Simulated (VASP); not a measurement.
# AlGa2P3 (P3m1) in VASP: relaxation of cell and atoms with PBE

Aim: the relaxation of cell and atoms of AlGa2P3 with PBE.

Program: VASP 6.6.1. These are calculated values, not measurements. Logs are shortened: lines on timing, memory, paths and dates and some standing lists are left out, and cuts for length are marked.

**1. The cell of the first run**

The structure is trigonal, space group P3m1 (No. 156). The conventional cell has a = 3.895 Å, b = 3.895 Å, c = 9.525 Å, α = 90.00°, β = 90.00°, γ = 120.00°. Al (site symmetry 3m) has 4 P at 2.38 Å within 3.1 Å. Within 3.1 Å of Ga (site symmetry 3m) lie 4 P at 2.38 to 2.39 Å. Within 3.1 Å of Ga (site symmetry 3m) lie 4 P at 2.38 to 2.39 Å. Within 3.1 Å of P (site symmetry 3m) lie 3 Al at 2.38 Å and 1 Ga at 2.39 Å. Within 3.1 Å of P (site symmetry 3m) lie 1 Al at 2.38 Å and 3 Ga at 2.39 Å. P (site symmetry 3m) has 4 Ga at 2.38 Å within 3.1 Å.

**2. Relaxation of cell and atoms, PBE**

Input file INCAR:

```
SYSTEM = AlGa2P3
PREC = Accurate ; ENCUT = 500
EDIFF = 1E-7 ; ISMEAR = 0
SIGMA = 0.02 ; LREAL = .False.
LASPH = .True. ; NELM = 120
ALGO = Normal ; ISIF = 3
LWAVE = .False. ; LCHARG = .False.
GGA = PE ; IBRION = 2
NSW = 100 ; EDIFFG = -0.01
GGA_COMPAT = .False. ; NELMIN = 4
```

Input file KPOINTS:

```
regular mesh
0
Gamma
  12 12 4
  0 0 0
```

Input file POSCAR:

```
AlGa2P3
1.0
    3.8953773489      0.0000000000      0.0000000000
   -1.9476886745      3.3734957415      0.0000000000
    0.0000000000      0.0000000000      9.5253557613
Al Ga P
1 2 3
Direct
    0.3333333333      0.6666666667      0.6669922118
    0.0000000000      0.0000000000      0.0001426861
    0.6666666667      0.3333333333      0.3332706137
    0.0000000000      0.0000000000      0.7492546196
    0.3333333333      0.6666666667      0.4170050790
    0.6666666667      0.3333333333      0.0833347898
```

Potentials or basis: VASP PAW PBE potentials, release 64 (Al, Ga_d, P).

Run with:

```
$ cat potpaw_PBE.64/Al/POTCAR potpaw_PBE.64/Ga_d/POTCAR potpaw_PBE.64/P/POTCAR > POTCAR
$ mpirun -np 1 vasp_std > vasp.out
```

OUTCAR:

```text
SYSTEM = AlGa2P3
   PREC = Accurate
   ENCUT = 500
   EDIFF = 1E-7
   ISMEAR = 0
   LREAL = .False.
   LASPH = .True.
   NELM = 120
   ISIF = 3
   GGA = PE
   IBRION = 2
   NSW = 100
   EDIFFG = -0.01
   NELMIN = 4

 ion  position               nearest neighbor table
   1  0.333  0.667  0.667-   5 2.38   4 2.38   4 2.38   4 2.38
   2  0.000  0.000  0.000-   6 2.38   6 2.38   6 2.38   4 2.39
   3  0.667  0.333  0.333-   6 2.38   5 2.39   5 2.39   5 2.39
   4  0.000  0.000  0.749-   1 2.38   1 2.38   1 2.38   2 2.39
   5  0.333  0.667  0.417-   1 2.38   3 2.39   3 2.39   3 2.39
   6  0.667  0.333  0.083-   3 2.38   2 2.38   2 2.38   2 2.38

  LATTYP: Found a hexagonal cell.
 ALAT       =     3.8953773489
 C/A-ratio  =     2.4452973122

  Lattice vectors:

 A1 = (   3.8953773489,   0.0000000000,   0.0000000000)
 A2 = (  -1.9476886745,   3.3734957415,   0.0000000000)
 A3 = (   0.0000000000,   0.0000000000,   9.5253557613)

Analysis of symmetry for initial positions (statically):
=====================================================================
 Subroutine PRICEL returns:
 Original cell was already a primitive cell.

 Routine SETGRP: Setting up the symmetry group for a
 hexagonal supercell.

 Subroutine GETGRP returns: Found  6 space group operations
 (whereof  6 operations were pure point group operations)
 out of a pool of 24 trial point group operations.

The static configuration has the point symmetry C_3v.

Analysis of symmetry for dynamics (positions and initial velocities):
=====================================================================
 Subroutine PRICEL returns:
 Original cell was already a primitive cell.

 Routine SETGRP: Setting up the symmetry group for a
 hexagonal supercell.

 Subroutine GETGRP returns: Found  6 space group operations
 (whereof  6 operations were pure point group operations)
 out of a pool of 24 trial point group operations.

The dynamic configuration has the point symmetry C_3v.

 Subroutine INISYM returns: Found  6 space group operations
 (whereof  6 operations are pure point group operations),
 and found     1 'primitive' translations

----------------------------------------------------------------------------------------

                                     Primitive cell

  volume of cell :     125.1731

  direct lattice vectors                    reciprocal lattice vectors
     3.895377349  0.000000000  0.000000000     0.256714539  0.148214208  0.000000000
    -1.947688674  3.373495742  0.000000000     0.000000000  0.296428416  0.000000000
     0.000000000  0.000000000  9.525355761     0.000000000  0.000000000  0.104982955

  length of vectors
     3.895377349  3.895377349  9.525355761     0.296428416  0.296428416  0.104982955

  position of ions in fractional coordinates (direct lattice)
     0.333333333  0.666666667  0.666992212
     0.000000000  0.000000000  0.000142686
     0.666666667  0.333333333  0.333270614
     0.000000000  0.000000000  0.749254620
     0.333333333  0.666666667  0.417005079
     0.666666667  0.333333333  0.083334790

  ion indices of the primitive-cell ions
   primitive index   ion index
                 1           1
                 2           2
                 3           3
                 4           4
                 5           5
                 6           6

----------------------------------------------------------------------------------------

 KPOINTS: regular mesh

Automatic generation of k-mesh.
 Grid dimensions read from file:
 generate k-points for:   12   12    4

 Generating k-lattice:

  Cartesian coordinates                     Fractional coordinates (reciprocal lattice)
     0.021392878  0.012351184  0.000000000     0.083333333 -0.000000000  0.000000000
     0.000000000  0.024702368  0.000000000     0.000000000  0.083333333  0.000000000
     0.000000000  0.000000000  0.026245739     0.000000000  0.000000000  0.250000000

  Length of vectors
     0.024702368  0.024702368  0.026245739

  Shift w.r.t. Gamma in fractional coordinates (k-lattice)
     0.000000000  0.000000000  0.000000000

 Subroutine IBZKPT returns following result:
 ===========================================

 Found     69 irreducible k-points:

 Following reciprocal coordinates:
            Coordinates               Weight
  0.000000  0.000000  0.000000      1.000000
  0.083333  0.000000  0.000000      6.000000
  0.166667  0.000000  0.000000      6.000000
  0.250000  0.000000  0.000000      6.000000
  0.333333  0.000000  0.000000      6.000000
  0.416667 -0.000000  0.000000      6.000000
[... 16 lines left out ...]
  0.166667  0.000000  0.250000      6.000000
  0.000000  0.166667  0.250000      6.000000
 [... further k-points ...]
   k-points           NKPTS =     69   k-points in BZ     NKDIM =     69   number of bands    NBANDS=     26
   number of dos      NEDOS =    301   number of ions     NIONS =      6
   total plane-waves  NPLWV =  54880
   dimension x,y,z NGX =    28 NGY =   28 NGZ =   70
   dimension x,y,z NGXF=    56 NGYF=   56 NGZF=  140
   ions per type =               1   2   3
   NGX,Y,Z   is equivalent  to a cutoff of  11.95, 11.95, 12.22 a.u.
   NGXF,Y,Z  is equivalent  to a cutoff of  23.90, 23.90, 24.43 a.u.
 SYSTEM =  AlGa2P3
   PREC   = accura    normal or accurate (medium, high low for compatibility)
   ISTART =      0    job   : 0-new  1-cont  2-samecut
   ICHARG =      2    charge: 1-file 2-atom 10-const
   ISPIN  =      1    spin polarized calculation?
   LNONCOLLINEAR =      F non collinear calculations
   LSORBIT =      F    spin-orbit coupling
   LASPH  =      T    aspherical Exc in radial PAW
   ENCUT  =  500.0 eV  36.75 Ry    6.06 a.u.   7.10  7.10 17.37*2*pi/ulx,y,z
   NELM   =    120;   NELMIN=  4; NELMDL= -5     # of ELM steps
   EDIFF  = 0.1E-06   stopping-criterion for ELM
   LREAL  =      F    real-space projection
   EDIFFG = -.1E-01   stopping-criterion for IOM
   NSW    =    100    number of steps for IOM
   IBRION =      2    ionic relax: 0-MD 1-quasi-New 2-CG
   NFREE  =      1    steps in history (QN), initial steepest desc. (CG)
   ISIF   =      3    stress and relaxation
   ISYM   =      2    0-nonsym 1-usesym 2-fastsym
   POTIM  = 0.5000    time-step for ionic-motion
   TEBEG  =    0.0;   TEEND  =   0.0 temperature during run
   PSTRESS=    0.0 pullay stress
   NELECT =      44.0000    total number of electrons
   NUPDOWN=      -1.0000    fix difference up-down
   EMIN   =  10.00;   EMAX   =-10.00  energy-range for DOS
   EFERMI =   0.00;   METHOD = LEGACY
   ISMEAR =     0;   SIGMA  =   0.02  broadening in eV -4-tet -1-fermi 0-gaus
   EFERMI_NEDOS =   21; number of points for ismear=-14 and -15
   IALGO  =     38    algorithm
   IMIX   =      4    mixing-type and parameters
     AMIX     =   0.40;   BMIX     =  1.00
     AMIX_MAG =   1.60;   BMIX_MAG =  1.00
  volume/ion in A,a.u.               =      20.86       140.78
  Fermi-wavevector in a.u.,A,eV,Ry     =   1.155373  2.183338 18.162227  1.334886
  Thomas-Fermi vector in A             =   2.292002
   LORBIT       =      0    0 simple, 1 ext, 2 COOP (PROOUT), +10 PAW based schemes
   GGA     = PE    functional components
   LHFCALC =     F    Hartree Fock is set to
   AEXX    =    0.0000 exact exchange contribution
   IVDW    =     0    specifies the selected vdW correction
   LEPSILON=     F    determine dielectric tensor
   LRPA    =     F    only Hartree local field effects (RPA)
 conjugate gradient relaxation of ions
 non-spin polarized calculation
 Gauss-broadening in eV      SIGMA  =   0.02
  energy-cutoff  :      500.00
  volume of cell :      125.17
 maximum number of plane-waves:      3207
   NGX = 15   NGY = 15   NGZ = 35

--------------------------------------- Ionic step        1  -------------------------------------------

 number of electron      44.0000000 magnetization

 Free energy of the ion-electron system (eV)
  ---------------------------------------------------
  ext. energy  EPLUGINS =         0.00000000
  ---------------------------------------------------
  free energy    TOTEN  =       -28.62348677 eV

  energy without entropy =      -28.62348677  energy(sigma->0) =      -28.62348677

------------------------ aborting loop because EDIFF is reached ----------------------------------------

  FORCE on cell =-STRESS in cart. coord.  units (eV):
  Direction    XX          YY          ZZ          XY          YZ          ZX
  --------------------------------------------------------------------------------------
  -------------------------------------------------------------------------------------
  Total       -0.0384089     -0.0384089      0.1116913      0.0000000      0.0000000     -0.0000000
  in kB       -0.4916226     -0.4916226      1.4296147      0.0000000      0.0000000     -0.0000000
  external PRESSURE =       0.1487898 kB  Pullay stress =       0.0000000 kB

 VOLUME and BASIS-vectors are now :
 -----------------------------------------------------------------------------
  energy-cutoff  :      500.00
  volume of cell :      125.17
      direct lattice vectors                 reciprocal lattice vectors
     3.895377349  0.000000000  0.000000000     0.256714539  0.148214208  0.000000000
    -1.947688674  3.373495742  0.000000000     0.000000000  0.296428416  0.000000000
     0.000000000  0.000000000  9.525355761     0.000000000  0.000000000  0.104982955
[... 81 lines left out ...]
 POSITION                                       TOTAL-FORCE (eV/Angst)
 -----------------------------------------------------------------------------------
     -0.00000      2.24834      6.35890         0.000000     -0.000000     -0.008413
     -0.00000      0.00000      0.00120         0.000000     -0.000000     -0.011729
      1.94712      1.12417      3.17725         0.000000      0.000000     -0.007863
     -0.00000      0.00000      7.14279        -0.000000     -0.000000      0.007428
     -0.00000      2.24834      3.97573        -0.000000      0.000000      0.012208
      1.94712      1.12417      0.79448        -0.000000     -0.000000      0.008370
 -----------------------------------------------------------------------------------
    total drift:                                0.000003     -0.000001      0.000260

  FREE ENERGIE OF THE ION-ELECTRON SYSTEM (eV)
  ---------------------------------------------------
  free  energy   TOTEN  =       -28.6235474631 eV

  energy  without entropy=      -28.6235474631  energy(sigma->0) =      -28.62354746

--------------------------------------- Ionic step        4  -------------------------------------------

 number of electron      44.0000000 magnetization

 Free energy of the ion-electron system (eV)
  ---------------------------------------------------
  ext. energy  EPLUGINS =         0.00000000
  ---------------------------------------------------
  free energy    TOTEN  =       -28.62356449 eV

  energy without entropy =      -28.62356449  energy(sigma->0) =      -28.62356449

 E-fermi :   4.4670     XC(G=0):  -9.5006

 val. band max:        4.3639802787   @ k =   0.0000   0.0000   0.0000
 cond. band min:       6.0107235427   @ k =   0.5000   0.0000   0.0000
 fundamental gap:      1.6467432639
 Fermi energy:         4.4670499267

 k-point     1 :       0.0000    0.0000    0.0000
  band No.  band energies     occupation
      1     -10.0714      2.00000
      2     -10.0326      2.00000
      3     -10.0116      2.00000
      4     -10.0116      2.00000
      5      -9.9946      2.00000
      6      -9.9946      2.00000
[... 18 lines left out ...]
     25       7.0875      0.00000
     26       8.4465      0.00000
[... 644 lines left out ...]
      4     -10.0038      2.00000
      5      -9.9907      2.00000
      6      -9.9856      2.00000
[... 18 lines left out ...]
     25       7.8607      0.00000
     26       8.2357      0.00000

 [... further k-points ...]

------------------------ aborting loop because EDIFF is reached ----------------------------------------

  FORCE on cell =-STRESS in cart. coord.  units (eV):
  Direction    XX          YY          ZZ          XY          YZ          ZX
  --------------------------------------------------------------------------------------
  -------------------------------------------------------------------------------------
  Total       -0.0053089     -0.0053089     -0.0041830      0.0000000      0.0000000      0.0000000
  in kB       -0.0679334     -0.0679334     -0.0535265      0.0000000      0.0000000      0.0000000
  external PRESSURE =      -0.0631311 kB  Pullay stress =       0.0000000 kB

 VOLUME and BASIS-vectors are now :
 -----------------------------------------------------------------------------
  energy-cutoff  :      500.00
  volume of cell :      125.21
      direct lattice vectors                 reciprocal lattice vectors
     3.893944122  0.000000000  0.000000000     0.256809027  0.148268761 -0.000000000
    -1.946972061  3.372254531 -0.000000000    -0.000000000  0.296537521 -0.000000000
     0.000000000  0.000000000  9.535020432    -0.000000000  0.000000000  0.104876545

 POSITION                                       TOTAL-FORCE (eV/Angst)
 -----------------------------------------------------------------------------------
     -0.00000      2.24817      6.35954        -0.000000     -0.000000     -0.002109
      1.94697      3.37225      0.00060        -0.000000     -0.000000     -0.004249
      1.94697      1.12408      3.17739        -0.000000     -0.000000     -0.001720
      1.94697      3.37225      7.14425         0.000000      0.000000      0.002606
     -0.00000      2.24817      3.97700         0.000000      0.000000      0.003504
      1.94697      1.12408      0.79501         0.000000      0.000000      0.001968
 -----------------------------------------------------------------------------------
    total drift:                                0.000003     -0.000001      0.000650

  FREE ENERGIE OF THE ION-ELECTRON SYSTEM (eV)
  ---------------------------------------------------
  free  energy   TOTEN  =       -28.6235644936 eV

  energy  without entropy=      -28.6235644936  energy(sigma->0) =      -28.62356449

 reached required accuracy - stopping structural energy minimisation
```

Wall time 8 min (1 thread of Oxide Virtual Turin-like, shared host); peak memory 0.33 GiB.

What came out:

```
Free energy                           : -28.6236 eV
Relaxed volume                        : 20.87 Å³/atom
Relaxed cell                          : a = 3.894 Å, b = 3.894 Å, c = 9.535 Å, α = 90.00°, β = 90.00°, γ = 120.00°
Space group after relaxing (to 0.1 Å) : P3m1 (No. 156)
Energy gained by relaxing             : 0.0 meV/atom
Ionic steps                           : 4
Pressure after relaxing               : 0.0 GPa
Largest force after relaxing          : 0.004 eV/Å
Band gap on the k mesh                : 1.65 eV (least direct gap 1.76 eV)
```

Forces in eV/Å, atoms in the order of the input:
```
Al   0.000  0.000 -0.002
Ga   0.000  0.000 -0.004
Ga   0.000  0.000 -0.002
P    0.000  0.000  0.003
P    0.000  0.000  0.004
P    0.000  0.000  0.002
```

Final structure:
```yaml
crystal:
  lattice:
    - [3.89394, 0.00000, 0.00000]
    - [-1.94697, 3.37225, 0.00000]
    - [0.00000, 0.00000, 9.53502]
  atoms:
    - { symbol: Al, position: [0.33333, 0.66667, 0.66697] }
    - { symbol: Ga, position: [0.00000, 0.00000, 0.00006] }
    - { symbol: Ga, position: [0.66667, 0.33333, 0.33323] }
    - { symbol: P, position: [0.00000, 0.00000, 0.74926] }
    - { symbol: P, position: [0.33333, 0.66667, 0.41709] }
    - { symbol: P, position: [0.66667, 0.33333, 0.08338] }
```

A k mesh can miss the band edges.
